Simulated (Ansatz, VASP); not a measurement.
**Two plane-wave programs on SiC4**

```
Si C
1.0
    -2.06743    2.06743    3.77180
     2.06743   -2.06743    3.77180
     2.06743    2.06743   -3.77180
Si C
1 4
Direct
  0.00000 0.00000 0.00000
  0.67677 0.67677 0.35354
  0.32323 0.32323 0.64646
  0.67677 0.32323 0.00000
  0.32323 0.67677 0.00000
```

Alike in both runs: functional PBE; k mesh 12 × 12 × 12; occupations gaussian, width 0.1 eV; no spin polarisation.

Ansatz relaxed the structure, and its values are those at the end. VASP's run is a single point on that final structure, the one shown.

```csv
,VASP,Ansatz
version,VASP 6.6.1,Ansatz 0.2.0
potentials or method,"VASP PAW PBE potentials, release 64 (Si, C_h), cutoff 1300 eV","scalar-relativistic, plane waves, PAW"
valence electrons in the cell,20,20
```

VASP gave:

```
gap on the k mesh at the Fermi level (eV) : none
pressure (GPa)                            : -0.1
rms of the force components (eV/Å)        : 0.005
```

Problem. Estimate Ansatz's values.

Solution. gap on the k mesh at the Fermi level (eV): none; pressure (GPa): 0.0; rms of the force components (eV/Å): 0.000.

A gap of «none» marks a metal or a gap that the smearing closes. With one functional, cell and mesh, what is left measures potentials, basis and numerics.
